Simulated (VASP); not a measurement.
Write the native input for VASP 6.6.1 that does the following.

* Task: single point
* Functional: LDA
* Potentials or basis: VASP PAW LDA potentials, release 64 (Ga_d, P)
* Cutoff: 520 eV
* k mesh: 10 × 10 × 10
* Occupations: fermi-dirac, width 0.05 eV
* Spin: no spin polarisation
* Dipole correction: no
* Further INCAR settings: ALGO = Normal; EDIFF = 1e-07; NBANDS = 16

The structure of GaP lies in POSCAR:

```
GaP
1.0
    0.0000000000      2.6696170428      2.6696170428
    2.6696170428      0.0000000000      2.6696170428
    2.6696170428      2.6696170428      0.0000000000
Ga P
1 1
Direct
    0.0000000000      0.0000000000      0.0000000000
    0.7500000000      0.7500000000      0.7500000000
```

This cell differs from its parent crystal: volume scaled by 0.94.

The input as run:

INCAR

```
  ALGO = Normal
  EDIFF = 1E-7
  ENCUT = 520
  ISIF = 2
  ISMEAR = -1
  LASPH = T
  LCHARG = F
  LREAL = F
  LWAVE = F
  NBANDS = 16
  NELM = 100
  PREC = Accurate
  SIGMA = 0.05
```

KPOINTS

```
k-points
0
Gamma
  10 10 10
```

Potentials or basis: VASP PAW LDA potentials, release 64 (Ga_d, P).

Run with:

```console
$ cat potpaw_LDA.64/Ga_d/POTCAR potpaw_LDA.64/P/POTCAR > POTCAR
$ mpirun -np 1 vasp_std > vasp.out
```

Results of the run:

- Pressure: 2.9 GPa
- Band gap on the k mesh: 1.35 eV, indirect (least direct gap 2.16 eV)

Run time: 17 s on 1 thread of Intel(R) Xeon(R) Platinum 8488C (Sapphire Rapids), on a shared host, peak memory 0.15 GiB.
